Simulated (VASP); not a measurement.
KTaO3: single point with PBEsol+D4

Crystal: KTaO3.

```
Ta K O
1.0
     4.01471    0.00000    0.00000
     0.00000    4.01471    0.00000
     0.00000    0.00000    4.01471
Ta K O
1 1 3
Direct
  0.00000 0.00000 0.00000
  0.50000 0.50000 0.50000
  0.00000 0.00000 0.50000
  0.00000 0.50000 0.00000
  0.50000 0.00000 0.00000
```

```
Program             : VASP 6.6.1
Task                : single point
Functional          : PBEsol
Dispersion          : D4
Potentials or basis : VASP PAW PBE potentials, release 64 (Ta_pv, K_sv, O)
Cutoff              : 520 eV
k mesh              : 7 × 7 × 7
Occupations         : fermi-dirac, width 0.05 eV
Spin                : no spin polarisation
```

| Item | Value |
| --- | --- |
| Pressure | -4.7 GPa |
| Band gap on the k mesh | 2.10 eV (least direct gap 2.67 eV) |
| Dispersion energy per atom | -0.089 eV |

Levels at points of the mesh, in eV from the valence-band top:
```tsv
k point	band 16	band 17	band 18	band 19	band 20	band 21	band 22	band 23
(0.00, 0.00, 0.00)	-0.99	-0.57	-0.57	-0.57	2.10	2.10	2.10	6.35
```

Wall time 73 s on 1 thread of AMD EPYC 7R13 (shared host), peak memory 0.16 GiB.

Caveat: the cell stands under tension; the PAW data sets were made with another functional, which shifts forces and pressure a little; spin-orbit coupling is left out, which moves the levels of the heavy elements; an odd mesh through Γ misses points on the zone boundary, where band edges can lie. A hybrid or GW would open this gap; PBEsol tends to underestimate it.
